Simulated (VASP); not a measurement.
Crystal: V.

```
V
1.0
    -1.51435    1.51435    1.51435
     1.51435   -1.51435    1.51435
     1.51435    1.51435   -1.51435
V
1
Cartesian
  0.0000 0.0000 0.0000
```

| Item | Value |
| --- | --- |
| Program | VASP 6.6.1 |
| Task | relaxation of cell and atoms |
| Functional | PBE |
| Potentials or basis | VASP PAW PBE potentials, release 64 (V_sv) |
| Cutoff | 600 eV |
| k mesh | 20 × 20 × 20 |
| Occupations | methfessel-paxton, width 0.1 eV |
| Spin | no spin polarisation |

At the start: pressure -5.3 GPa; volume 13.89 Å³/atom.

**Question.** How do energy, volume and symmetry change on relaxing?

**Answer.** Over 3 steps the energy falls by 7.3 meV/atom and the volume is 13.47 Å³/atom (-3.0 %); space group Im-3m (No. 229, to 0.05 Å).

The path:
```csv
step,energy change (eV),largest force (eV/Å),pressure (GPa),volume (Å³)
1,0.0000,0.0000,-5.35,13.89
2,0.0034,0.0000,7.26,12.98
3,-0.0073,0.0000,-0.04,13.47
```

Final structure:
```yaml
crystal:
  lattice:
    - [-1.49887, 1.49887, 1.49887]
    - [1.49887, -1.49887, 1.49887]
    - [1.49887, 1.49887, -1.49887]
  atoms:
    - { symbol: V, position: [0.00000, 0.00000, 0.00000] }
```
